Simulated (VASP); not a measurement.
# TiSe2 (P-3m1) in VASP: a series of runs

TiSe2 is run at these levels: LDA; tasks: single point.

All numbers are computed with VASP 6.6.1; they aren't measurements. Logs are shortened: lines on timing, memory, paths and dates and some standing lists are left out, and cuts for length are marked.

**1. The cell of the first run**

It takes space group P-3m1 (No. 164, trigonal). Conventional cell: a = 3.438 Å, b = 3.438 Å, c = 5.806 Å, α = 90.00°, β = 90.00°, γ = 120.00°. Ti (site symmetry -3m) has 6 Se at 2.51 Å within 3.3 Å. Se (site symmetry 3m) has 3 Ti at 2.51 Å and 9 Se at 3.38 to 3.44 Å within 3.5 Å.

**2. Single point, LDA**

The input, INCAR:

```
ALGO = Normal
EDIFF = 1E-6
ENCUT = 500
GGA = CA
GGA_COMPAT = F
ISIF = 2
ISMEAR = -1
LASPH = T
LCHARG = F
LREAL = F
LWAVE = F
NBANDS = 19
NELM = 120
PREC = Accurate
SIGMA = 0.01
```

The input, KPOINTS:

```
k-points
0
Gamma
  16 16 8
```

The input, POSCAR:

```
TiSe2
1.0
    3.4378409484      0.0000000000      0.0000000000
   -1.7189204742      2.9772575955      0.0000000000
    0.0000000000      0.0000000000      5.8061131787
Ti Se
1 2
Direct
    0.0000000000      0.0000000000      0.0000000000
    0.3333333333      0.6666666667      0.2648891889
    0.6666666667      0.3333333333     -0.2648891889
```

Potentials or basis: VASP PAW LDA potentials, release 64 (Ti_sv, Se).

On the command line:

```bash
$ cat potpaw_LDA.64/Ti_sv/POTCAR potpaw_LDA.64/Se/POTCAR > POTCAR
$ mpirun -np 1 vasp_std > vasp.out
```

OUTCAR:

```text
EDIFF = 1E-6
   ENCUT = 500
   GGA = CA
   ISIF = 2
   ISMEAR = -1
   LASPH = T
   LREAL = F
   NELM = 120
   PREC = Accurate

 ion  position               nearest neighbor table
   1  0.000  0.000  0.000-   2 2.51   3 2.51   3 2.51   2 2.51   3 2.51   2 2.51
   2  0.333  0.667  0.265-   1 2.51   1 2.51   1 2.51
   3  0.667  0.333  0.735-   1 2.51   1 2.51   1 2.51

  LATTYP: Found a hexagonal cell.
 ALAT       =     3.4378409484
 C/A-ratio  =     1.6888835946

  Lattice vectors:

 A1 = (   3.4378409484,   0.0000000000,   0.0000000000)
 A2 = (  -1.7189204742,   2.9772575955,   0.0000000000)
 A3 = (   0.0000000000,   0.0000000000,   5.8061131787)

Analysis of symmetry for initial positions (statically):
=====================================================================
 Subroutine PRICEL returns:
 Original cell was already a primitive cell.

 Routine SETGRP: Setting up the symmetry group for a
 hexagonal supercell.

 Subroutine GETGRP returns: Found 12 space group operations
 (whereof 12 operations were pure point group operations)
 out of a pool of 24 trial point group operations.

The static configuration has the point symmetry D_3d.

Analysis of symmetry for dynamics (positions and initial velocities):
=====================================================================
 Subroutine PRICEL returns:
 Original cell was already a primitive cell.

 Routine SETGRP: Setting up the symmetry group for a
 hexagonal supercell.

 Subroutine GETGRP returns: Found 12 space group operations
 (whereof 12 operations were pure point group operations)
 out of a pool of 24 trial point group operations.

The dynamic configuration has the point symmetry D_3d.

 Subroutine INISYM returns: Found 12 space group operations
 (whereof 12 operations are pure point group operations),
 and found     1 'primitive' translations

----------------------------------------------------------------------------------------

                                     Primitive cell

  volume of cell :      59.4275

  direct lattice vectors                    reciprocal lattice vectors
     3.437840948  0.000000000  0.000000000     0.290880240  0.167939785  0.000000000
    -1.718920474  2.977257595  0.000000000     0.000000000  0.335879570  0.000000000
     0.000000000  0.000000000  5.806113179     0.000000000  0.000000000  0.172232261

  length of vectors
     3.437840948  3.437840948  5.806113179     0.335879570  0.335879570  0.172232261

  position of ions in fractional coordinates (direct lattice)
     0.000000000  0.000000000  0.000000000
     0.333333333  0.666666667  0.264889189
     0.666666667  0.333333333  0.735110811

  ion indices of the primitive-cell ions
   primitive index   ion index
                 1           1
                 2           2
                 3           3

----------------------------------------------------------------------------------------

 KPOINTS: k-points

Automatic generation of k-mesh.
 Grid dimensions read from file:
 generate k-points for:   16   16    8

 Generating k-lattice:

  Cartesian coordinates                     Fractional coordinates (reciprocal lattice)
     0.018180015  0.010496237  0.000000000     0.062500000 -0.000000000  0.000000000
     0.000000000  0.020992473  0.000000000     0.000000000  0.062500000  0.000000000
     0.000000000  0.000000000  0.021529033     0.000000000  0.000000000  0.125000000

  Length of vectors
     0.020992473  0.020992473  0.021529033

  Shift w.r.t. Gamma in fractional coordinates (k-lattice)
     0.000000000  0.000000000  0.000000000

 Subroutine IBZKPT returns following result:
 ===========================================

 Found    213 irreducible k-points:

 Following reciprocal coordinates:
            Coordinates               Weight
  0.000000  0.000000  0.000000      1.000000
  0.062500 -0.000000  0.000000      6.000000
  0.125000 -0.000000  0.000000      6.000000
  0.187500 -0.000000  0.000000      6.000000
  0.250000 -0.000000  0.000000      6.000000
  0.312500 -0.000000  0.000000      6.000000
[... 16 lines left out ...]
  0.187500  0.187500  0.000000      6.000000
  0.250000  0.187500  0.000000     12.000000
 [... further k-points ...]
   k-points           NKPTS =    213   k-points in BZ     NKDIM =    213   number of bands    NBANDS=     19
   number of dos      NEDOS =    301   number of ions     NIONS =      3
   total plane-waves  NPLWV =  32928
   dimension x,y,z NGX =    28 NGY =   28 NGZ =   42
   dimension x,y,z NGXF=    56 NGYF=   56 NGZF=   84
   ions per type =               1   2
   NGX,Y,Z   is equivalent  to a cutoff of  13.54, 13.54, 12.03 a.u.
   NGXF,Y,Z  is equivalent  to a cutoff of  27.08, 27.08, 24.05 a.u.
 SYSTEM =  unknown system
   PREC   = accura    normal or accurate (medium, high low for compatibility)
   ISTART =      0    job   : 0-new  1-cont  2-samecut
   ICHARG =      2    charge: 1-file 2-atom 10-const
   ISPIN  =      1    spin polarized calculation?
   LNONCOLLINEAR =      F non collinear calculations
   LSORBIT =      F    spin-orbit coupling
   LASPH  =      T    aspherical Exc in radial PAW
   ENCUT  =  500.0 eV  36.75 Ry    6.06 a.u.   6.27  6.27 10.59*2*pi/ulx,y,z
   NELM   =    120;   NELMIN=  2; NELMDL= -5     # of ELM steps
   EDIFF  = 0.1E-05   stopping-criterion for ELM
   LREAL  =      F    real-space projection
   EDIFFG = 0.1E-04   stopping-criterion for IOM
   NSW    =      0    number of steps for IOM
   IBRION =     -1    ionic relax: 0-MD 1-quasi-New 2-CG
   NFREE  =      0    steps in history (QN), initial steepest desc. (CG)
   ISIF   =      2    stress and relaxation
   ISYM   =      2    0-nonsym 1-usesym 2-fastsym
   POTIM  = 0.5000    time-step for ionic-motion
   TEBEG  =    0.0;   TEEND  =   0.0 temperature during run
   PSTRESS=    0.0 pullay stress
   NELECT =      24.0000    total number of electrons
   NUPDOWN=      -1.0000    fix difference up-down
   EMIN   =  10.00;   EMAX   =-10.00  energy-range for DOS
   EFERMI =   0.00;   METHOD = LEGACY
   ISMEAR =    -1;   SIGMA  =   0.01  broadening in eV -4-tet -1-fermi 0-gaus
   EFERMI_NEDOS =   21; number of points for ismear=-14 and -15
   IALGO  =     38    algorithm
   IMIX   =      4    mixing-type and parameters
     AMIX     =   0.40;   BMIX     =  1.00
     AMIX_MAG =   1.60;   BMIX_MAG =  1.00
  volume/ion in A,a.u.               =      19.81       133.68
  Fermi-wavevector in a.u.,A,eV,Ry     =   1.210085  2.286730 19.923101  1.464307
  Thomas-Fermi vector in A             =   2.345643
   LORBIT       =      0    0 simple, 1 ext, 2 COOP (PROOUT), +10 PAW based schemes
   GGA     = CA    functional components
   LHFCALC =     F    Hartree Fock is set to
   AEXX    =    0.0000 exact exchange contribution
   IVDW    =     0    specifies the selected vdW correction
   LEPSILON=     F    determine dielectric tensor
   LRPA    =     F    only Hartree local field effects (RPA)
 non-spin polarized calculation
  energy-cutoff  :      500.00
  volume of cell :       59.43
 maximum number of plane-waves:      1533
 NGX is ok and might be reduce to    28
   NGX = 13   NGY = 13   NGZ = 21

 number of electron      23.9999999 magnetization

 Free energy of the ion-electron system (eV)
  ---------------------------------------------------
  ext. energy  EPLUGINS =         0.00000000
  ---------------------------------------------------
  free energy    TOTEN  =       -20.33569727 eV

  energy without entropy =      -20.33526039  energy(sigma->0) =      -20.33547883

 E-fermi :   5.6941     XC(G=0): -10.7411

 val. band max:        5.6836081712   @ k =  -0.0625   0.4375   0.3750
 cond. band min:       5.6958544146   @ k =   0.0000   0.4375   0.1250
 fundamental gap:      0.0122462435
 Fermi energy:         5.6941291758

 k-point     1 :       0.0000    0.0000    0.0000
  band No.  band energies     occupation
      1     -50.9816      2.00000
      2     -27.6255      2.00000
      3     -27.5939      2.00000
      4     -27.5939      2.00000
      5      -8.6948      2.00000
      6      -6.9720      2.00000
[... 11 lines left out ...]
     18      11.4685      0.00000
     19      12.0319      0.00000

 k-point     2 :       0.0625   -0.0000    0.0000
  band No.  band energies     occupation
      1     -50.9811      2.00000
      2     -27.6244      2.00000
      3     -27.5989      2.00000
      4     -27.5950      2.00000
      5      -8.6466      2.00000
      6      -6.9555      2.00000
[... 11 lines left out ...]
     18      11.8459      0.00000
     19      12.3136      0.00000

 k-point     3 :       0.1250   -0.0000    0.0000
  band No.  band energies     occupation
      1     -50.9798      2.00000
      2     -27.6213      2.00000
      3     -27.6129      2.00000
      4     -27.5982      2.00000
      5      -8.5048      2.00000
      6      -6.9083      2.00000
[... 11 lines left out ...]
     18      12.5683      0.00000
     19      12.9949      0.00000

 k-point     4 :       0.1875   -0.0000    0.0000
  band No.  band energies     occupation
      1     -50.9778      2.00000
      2     -27.6340      2.00000
      3     -27.6164      2.00000
      4     -27.6029      2.00000
      5      -8.2786      2.00000
      6      -6.8375      2.00000
[... 11 lines left out ...]
     18      12.9935      0.00000
     19      13.6173      0.00000

 k-point     5 :       0.2500   -0.0000    0.0000
  band No.  band energies     occupation
      1     -50.9754      2.00000
      2     -27.6586      2.00000
      3     -27.6108      2.00000
      4     -27.6084      2.00000
      5      -7.9845      2.00000
      6      -6.7558      2.00000
[... 11 lines left out ...]
     18      12.9055      0.00000
     19      13.6638      0.00000
[... 334 lines left out ...]
      2     -27.7120      2.00000
      3     -27.6333      2.00000
      4     -27.5962      2.00000
      5      -6.9415      2.00000
      6      -6.6274      2.00000
[... 11 lines left out ...]
     18      12.4795      0.00000
     19      13.2813      0.00000

 k-point    22 :       0.4375    0.1250    0.0000
  band No.  band energies     occupation
      1     -50.9689      2.00000
      2     -27.7160      2.00000
      3     -27.6348      2.00000
      4     -27.5951      2.00000
      5      -6.7770      2.00000
      6      -6.6943      2.00000
[... 11 lines left out ...]
     18      12.4021      0.00000
     19      13.2044      0.00000

 k-point    23 :       0.1875    0.1875    0.0000
  band No.  band energies     occupation
      1     -50.9726      2.00000
      2     -27.6792      2.00000
      3     -27.6250      2.00000
      4     -27.6037      2.00000
      5      -7.5763      2.00000
      6      -6.6548      2.00000
[... 11 lines left out ...]
     18      13.2578      0.00000
     19      14.3614      0.00000

 k-point    24 :       0.2500    0.1875    0.0000
  band No.  band energies     occupation
      1     -50.9707      2.00000
      2     -27.6927      2.00000
      3     -27.6349      2.00000
      4     -27.5995      2.00000
      5      -7.2702      2.00000
      6      -6.6012      2.00000
[... 11 lines left out ...]
     18      12.5370      0.00000
     19      14.3024      0.00000

 [... further k-points ...]
[... 5 lines left out ...]
  --------------------------------------------------------------------------------------
  -------------------------------------------------------------------------------------
  Total        0.0895471      0.0895471      0.1048034     -0.0000000      0.0000000      0.0000000
  in kB        2.4142056      2.4142056      2.8255184     -0.0000000      0.0000000      0.0000000
  external PRESSURE =       2.5513098 kB  Pullay stress =       0.0000000 kB

 VOLUME and BASIS-vectors are now :
 -----------------------------------------------------------------------------
  energy-cutoff  :      500.00
  volume of cell :       59.43
      direct lattice vectors                 reciprocal lattice vectors
     3.437840948  0.000000000  0.000000000     0.290880240  0.167939785  0.000000000
    -1.718920474  2.977257595  0.000000000     0.000000000  0.335879570  0.000000000
     0.000000000  0.000000000  5.806113179     0.000000000  0.000000000  0.172232261

 POSITION                                       TOTAL-FORCE (eV/Angst)
 -----------------------------------------------------------------------------------
      0.00000      0.00000      0.00000        -0.000000      0.000000      0.000000
     -0.00000      1.98484      1.53798         0.000000     -0.000000      0.039380
      1.71892      0.99242      4.26814         0.000000      0.000000     -0.039380
 -----------------------------------------------------------------------------------
    total drift:                                0.000000      0.000000      0.000000

  FREE ENERGIE OF THE ION-ELECTRON SYSTEM (eV)
  ---------------------------------------------------
  free  energy   TOTEN  =       -20.3356972654 eV

  energy  without entropy=      -20.3352603898  energy(sigma->0) =      -20.33547883
```

Wall time 13 min (1 thread of AMD EPYC, shared host); peak memory 0.3 GiB.

What came out:

| Item | Value |
| --- | --- |
| Free energy | -20.3357 eV |
| Pressure | 0.3 GPa |
| Largest force | 0.039 eV/Å |
| Band gap on the k mesh | zero (bands 12 and 13 overlap by 0.85 eV) |

Forces in eV/Å, atoms in the order of the input:
```
Ti   0.000  0.000  0.000
Se   0.000  0.000  0.039
Se   0.000  0.000 -0.039
```

**3. Single point, LDA**

This run uses another cell than the first one, of 21.73 Å³/atom.

The input, INCAR:

```
SYSTEM = TiSe2
PREC = Accurate ; ENCUT = 500
EDIFF = 1E-6 ; ISMEAR = -1
SIGMA = 0.01 ; LREAL = .False.
LASPH = .True. ; NELM = 120
ALGO = Normal ; ISIF = 2
LWAVE = .False. ; LCHARG = .False.
GGA = CA ; NBANDS = 19
GGA_COMPAT = .False.
```

The input, KPOINTS:

```
regular mesh
0
Gamma
  16 16 8
  0 0 0
```

The input, POSCAR:

```
TiSe2
1.0
    3.5400000000      0.0000000000      0.0000000000
   -1.7700000000      3.0657299294      0.0000000000
    0.0000000000      0.0000000000      6.0080000000
Ti Se
1 2
Direct
    0.0000000000      0.0000000000      0.0000000000
    0.3333333333      0.6666666667      0.2502822374
    0.6666666667      0.3333333333     -0.2502822374
```

Potentials or basis: VASP PAW LDA potentials, release 64 (Ti_sv, Se).

On the command line:

```bash
$ cat potpaw_LDA.64/Ti_sv/POTCAR potpaw_LDA.64/Se/POTCAR > POTCAR
$ mpirun -np 1 vasp_std > vasp.out
```

It took 11 min on 1 thread of AMD EPYC, shared host; peak memory 0.31 GiB.

Results (log left out):

* Free energy: -20.2704 eV
* Pressure: -3.3 GPa
* Largest force: 0.036 eV/Å
* Band gap on the k mesh: zero (bands 12 and 13 overlap by 0.56 eV)

Forces on the atoms (eV/Å):
```
Ti   0.000  0.000  0.000
Se   0.000  0.000  0.036
Se   0.000  0.000 -0.036
```

Stress tensor (GPa, compression positive):
```
-4.01  0.00  0.00
 0.00 -4.01  0.00
 0.00  0.00 -1.77
```

Levels at points of the mesh, in eV from the Fermi level:
| k point | band 8 | band 9 | band 10 | band 11 | band 12 | band 13 | band 14 | band 15 | band 16 | band 17 |
| --- | --- | --- | --- | --- | --- | --- | --- | --- | --- | --- |
| (0.00, 0.00, 0.00) | -2.41 | -2.41 | 0.20 | 0.38 | 0.38 | 0.47 | 0.47 | 0.64 | 3.44 | 3.44 |
| (0.50, 0.00, 0.00) | -3.77 | -2.77 | -2.63 | -2.34 | -1.39 | 0.09 | 1.27 | 1.65 | 3.26 | 3.72 |
| (0.00, 0.00, 0.50) | -2.50 | -2.36 | -2.36 | 0.27 | 0.27 | 0.37 | 0.37 | 1.22 | 3.74 | 3.74 |
| (0.50, 0.00, 0.50) | -4.52 | -2.68 | -2.53 | -1.18 | -1.03 | -0.18 | 1.27 | 1.62 | 3.21 | 3.92 |

Caveat: the cell stands under tension.
